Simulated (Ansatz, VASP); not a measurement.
# One calculation of Hf, two programs

```
Hf
1.0
     3.20000    0.00000    0.00000
     1.60000    2.77128    0.00000
     0.00000    0.00000   28.65600
Hf
6
Direct
  0.66667 0.66667 0.28727
  0.00000 0.00000 0.36836
  0.66667 0.66667 0.45744
  0.00000 0.00000 0.54256
  0.66667 0.66667 0.63164
  0.00000 0.00000 0.71273
```

Alike in both runs: functional PBEsol; k mesh 12 × 12 × 1; no spin polarisation.

Ansatz relaxed the structure, and its values are those at the end. VASP's run is a single point on that final structure, the one shown.

|  | VASP | Ansatz |
| --- | --- | --- |
| version | VASP 6.6.1 | Ansatz 0.2.0 |
| potentials or method | VASP PAW PBE potentials, release 64 (Hf_pv) | plane-wave PAW, scalar-relativistic |
| plane-wave cutoff (eV) | 520 | 420 |
| occupations | methfessel-paxton of order 1, width 0.1 eV | cold, width 0.1 eV |
| valence electrons in the cell | 60 | 156 |

Ansatz gave:

```
rms of the force components (eV/Å) : 0.000
```

Problem. What did VASP give for the same quantities?

Solution. rms of the force components (eV/Å): 0.017.

VASP's potentials were made for PBE, not for PBEsol, and Ansatz warns of the same on its side. VASP's potentials hold 60 valence electrons a cell and Ansatz's 156, so a difference there can come from the potentials and not from the codes.

Neither program's run includes spin-orbit coupling.
